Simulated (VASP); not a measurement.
# P (P6_3/mmc) in VASP: notebook

Runs on P. Level: PBEsol. Tasks: single point.

Everything below comes from runs of VASP 6.6.1. Logs are shortened: lines on timing, memory, paths and dates and some standing lists are left out, and cuts for length are marked.

**1. The cell of the first run**

The structure is hexagonal, space group P6_3/mmc (No. 194). The conventional cell has a = 3.103 Å, b = 3.103 Å, c = 3.076 Å, α = 90.00°, β = 90.00°, γ = 120.00°. P (site symmetry -6m2) has 14 P at 2.36 to 3.10 Å within 3.2 Å.

This isn't the form of P at room conditions, which is orthorhombic.

**2. Single point, PBEsol**

INCAR reads:

```
  PREC = Accurate
  ENCUT = 520
  EDIFF = 1E-6
  ISMEAR = -1
  SIGMA = 0.08
  LREAL = F
  LASPH = T
  NELM = 100
  ALGO = Normal
  ISIF = 2
  LWAVE = F
  LCHARG = F
  GGA = PS
  NBANDS = 12
```

KPOINTS reads:

```
Automatic mesh
0
Gamma
  16 16 9
```

POSCAR reads:

```
P
1.0
    3.1032742332      0.0000000000      0.0000000000
   -1.5516371166      2.6875143209      0.0000000000
    0.0000000000      0.0000000000      3.0756021703
P
2
Direct
    0.3333333333      0.6666666667      0.2500000000
    0.6666666667      0.3333333333      0.7500000000
```

Potentials or basis: VASP PAW PBE potentials, release 64 (P).

Launch:

```console
cat potpaw_PBE.64/P/POTCAR > POTCAR
mpirun -np 1 vasp_std > vasp.out
```

OUTCAR:

```text
PREC = Accurate
   ENCUT = 520
   EDIFF = 1E-6
   ISMEAR = -1
   LREAL = F
   LASPH = T
   NELM = 100
   ISIF = 2
   GGA = PS

 ion  position               nearest neighbor table
   1  0.333  0.667  0.250-   2 2.36   2 2.36   2 2.36   2 2.36   2 2.36   2 2.36
   2  0.667  0.333  0.750-   1 2.36   1 2.36   1 2.36   1 2.36   1 2.36   1 2.36

  LATTYP: Found a hexagonal cell.
 ALAT       =     3.1032742332
 C/A-ratio  =     0.9910829463

  Lattice vectors:

 A1 = (   3.1032742332,   0.0000000000,   0.0000000000)
 A2 = (  -1.5516371166,   2.6875143209,   0.0000000000)
 A3 = (   0.0000000000,   0.0000000000,   3.0756021703)

Analysis of symmetry for initial positions (statically):
=====================================================================
 Subroutine PRICEL returns:
 Original cell was already a primitive cell.

 Routine SETGRP: Setting up the symmetry group for a
 hexagonal supercell.

 Subroutine GETGRP returns: Found 24 space group operations
 (whereof 12 operations were pure point group operations)
 out of a pool of 24 trial point group operations.

The static configuration has the point symmetry D_3d.
 The point group associated with its full space group is D_6h.

Analysis of symmetry for dynamics (positions and initial velocities):
=====================================================================
 Subroutine PRICEL returns:
 Original cell was already a primitive cell.

 Routine SETGRP: Setting up the symmetry group for a
 hexagonal supercell.

 Subroutine GETGRP returns: Found 24 space group operations
 (whereof 12 operations were pure point group operations)
 out of a pool of 24 trial point group operations.

The dynamic configuration has the point symmetry D_3d.
 The point group associated with its full space group is D_6h.

 Subroutine INISYM returns: Found 24 space group operations
 (whereof 12 operations are pure point group operations),
 and found     1 'primitive' translations

----------------------------------------------------------------------------------------

                                     Primitive cell

  volume of cell :      25.6508

  direct lattice vectors                    reciprocal lattice vectors
     3.103274233  0.000000000  0.000000000     0.322240294  0.186045520  0.000000000
    -1.551637117  2.687514321  0.000000000     0.000000000  0.372091040  0.000000000
     0.000000000  0.000000000  3.075602170     0.000000000  0.000000000  0.325139581

  length of vectors
[... 91 lines left out ...]
   TEBEG  =    0.0;   TEEND  =   0.0 temperature during run
   PSTRESS=    0.0 pullay stress
   NELECT =      10.0000    total number of electrons
   NUPDOWN=      -1.0000    fix difference up-down
   EMIN   =  10.00;   EMAX   =-10.00  energy-range for DOS
   EFERMI =   0.00;   METHOD = LEGACY
   ISMEAR =    -1;   SIGMA  =   0.08  broadening in eV -4-tet -1-fermi 0-gaus
   EFERMI_NEDOS =   21; number of points for ismear=-14 and -15
   IALGO  =     38    algorithm
   IMIX   =      4    mixing-type and parameters
     AMIX     =   0.40;   BMIX     =  1.00
     AMIX_MAG =   1.60;   BMIX_MAG =  1.00
  volume/ion in A,a.u.               =      12.83        86.55
  Fermi-wavevector in a.u.,A,eV,Ry     =   1.195936  2.259991 19.459896  1.430262
  Thomas-Fermi vector in A             =   2.331889
   LORBIT       =      0    0 simple, 1 ext, 2 COOP (PROOUT), +10 PAW based schemes
   GGA     = PS    functional components
   LHFCALC =     F    Hartree Fock is set to
   AEXX    =    0.0000 exact exchange contribution
   IVDW    =     0    specifies the selected vdW correction
   LEPSILON=     F    determine dielectric tensor
   LRPA    =     F    only Hartree local field effects (RPA)
 non-spin polarized calculation
  energy-cutoff  :      520.00
  volume of cell :       25.65
 maximum number of plane-waves:       704
 NGX is ok and might be reduce to    24
   NGX = 11   NGY = 11   NGZ = 11

 number of electron      10.0000000 magnetization

 Free energy of the ion-electron system (eV)
  ---------------------------------------------------
  ext. energy  EPLUGINS =         0.00000000
  ---------------------------------------------------
  free energy    TOTEN  =       -10.79636377 eV

  energy without entropy =      -10.78004722  energy(sigma->0) =      -10.78820549

 E-fermi :  11.6675     XC(G=0): -11.9610

 val. band max:       11.6472596402   @ k =   0.3750   0.0000   0.2222
 cond. band min:      11.6681565962   @ k =   0.1250   0.0000   0.4444
 fundamental gap:      0.0208969559
 Fermi energy:        11.6674892810

 k-point     1 :       0.0000    0.0000    0.0000
  band No.  band energies     occupation
      1      -6.4448      2.00000
      2       6.8679      2.00000
      3       9.1767      2.00000
      4       9.7617      2.00000
      5       9.7617      2.00000
      6      13.8810      0.00000
      7      13.8810      0.00000
      8      13.9751      0.00000
      9      20.3969      0.00000
     10      21.4829      0.00000
     11      23.5678      0.00000
     12      23.5678      0.00000
[... 331 lines left out ...]
 k-point    24 :       0.2500    0.1875    0.0000
  band No.  band energies     occupation
      1      -3.8179      2.00000
      2       1.7345      2.00000
      3       4.8661      2.00000
      4       9.1707      2.00000
      5      12.1298      0.00616
      6      14.1535      0.00000
      7      14.8940      0.00000
      8      16.7862      0.00000
      9      18.0673      0.00000
     10      19.3412      0.00000
     11      19.4103      0.00000
     12      27.2639      0.00000

 [... further k-points ...]

------------------------ aborting loop because EDIFF is reached ----------------------------------------

  FORCE on cell =-STRESS in cart. coord.  units (eV):
  Direction    XX          YY          ZZ          XY          YZ          ZX
  --------------------------------------------------------------------------------------
  -------------------------------------------------------------------------------------
  Total        2.6425963      2.6425963      2.6465636      0.0000000      0.0000000      0.0000000
  in kB      165.0594155    165.0594155    165.3072207      0.0000000      0.0000000      0.0000000
  external PRESSURE =     165.1420173 kB  Pullay stress =       0.0000000 kB

 VOLUME and BASIS-vectors are now :
 -----------------------------------------------------------------------------
  energy-cutoff  :      520.00
  volume of cell :       25.65
      direct lattice vectors                 reciprocal lattice vectors
     3.103274233  0.000000000  0.000000000     0.322240294  0.186045520  0.000000000
    -1.551637117  2.687514321  0.000000000     0.000000000  0.372091040  0.000000000
     0.000000000  0.000000000  3.075602170     0.000000000  0.000000000  0.325139581

 POSITION                                       TOTAL-FORCE (eV/Angst)
 -----------------------------------------------------------------------------------
     -0.00000      1.79168      0.76890         0.000000      0.000000      0.000000
      1.55164      0.89584      2.30670        -0.000000     -0.000000      0.000000
 -----------------------------------------------------------------------------------
    total drift:                               -0.000000      0.000000     -0.000000

  FREE ENERGIE OF THE ION-ELECTRON SYSTEM (eV)
  ---------------------------------------------------
  free  energy   TOTEN  =       -10.7963637662 eV

  energy  without entropy=      -10.7800472189  energy(sigma->0) =      -10.78820549
```

stdout:

```text
POSCAR found type information on POSCAR P
 POSCAR found :  1 types and       2 ions
 scaLAPACK will be used
 -----------------------------------------------------------------------------
|                                                                             |
|                                                                             |
|     You enforced a specific xc type in the INCAR file but a different       |
|     I HOPE YOU KNOW WHAT YOU ARE DOING!                                     |
|                                                                             |
 -----------------------------------------------------------------------------

 LDA part: xc-table for (Slater+PW92), standard interpolation
 POSCAR, INCAR and KPOINTS ok, starting setup
 FFT: planning ... GRIDC
 FFT: planning ... GRID_SOFT
 FFT: planning ... GRID
 WAVECAR not read
 entering main loop
```

Run time: 25 s. Hardware: 1 thread of Intel Xeon 8259CL, shared host; peak memory 0.15 GiB.

What came out:

* Free energy: -10.7964 eV
* Pressure: 16.5 GPa
* Band gap on the k mesh: zero (bands 5 and 6 overlap by 6.71 eV)

Caveat: the cell stands under pressure; the PAW data sets were made with another functional, which shifts forces and pressure a little.

**3. Single point, PBEsol (12.83 Å³/atom)**

INCAR reads:

```
SYSTEM = P
PREC = Accurate
ENCUT = 520
EDIFF = 1E-7
ISMEAR = -1
SIGMA = 0.08
LREAL = .FALSE.
LASPH = .TRUE.
NELM = 80
ALGO = Normal
ISIF = 2
LWAVE = .FALSE.
LCHARG = .TRUE.
GGA = PS
LELF = .TRUE.
LVHAR = .TRUE.
NBANDS = 12
```

KPOINTS reads:

```
Automatic mesh
0
G
  16 16 9
  0 0 0
```

POSCAR is that of step 2.

Potentials or basis: VASP PAW PBE potentials, release 64 (P).

Launch:

```console
cat potpaw_PBE.64/P/POTCAR > POTCAR
mpirun -np 1 vasp_std > vasp.out
```

Wall time 26 s (1 thread of Intel Xeon 8259CL, shared host); peak memory 0.15 GiB.

It converged, with:

* Free energy: -10.7964 eV
* Pressure: 16.5 GPa
* Band gap on the k mesh: zero (bands 5 and 6 overlap by 6.71 eV)

Levels at points of the mesh, in eV from the Fermi level:
| k point | band 3 | band 4 | band 5 | band 6 | band 7 | band 8 |
| --- | --- | --- | --- | --- | --- | --- |
| (0.00, 0.00, 0.00) | -2.49 | -1.91 | -1.91 | 2.21 | 2.21 | 2.31 |
| (0.50, 0.00, 0.00) | -4.66 | -1.64 | -1.47 | 0.89 | 2.66 | 3.14 |

Caveat: the cell stands under pressure; the PAW data sets were made with another functional, which shifts forces and pressure a little.
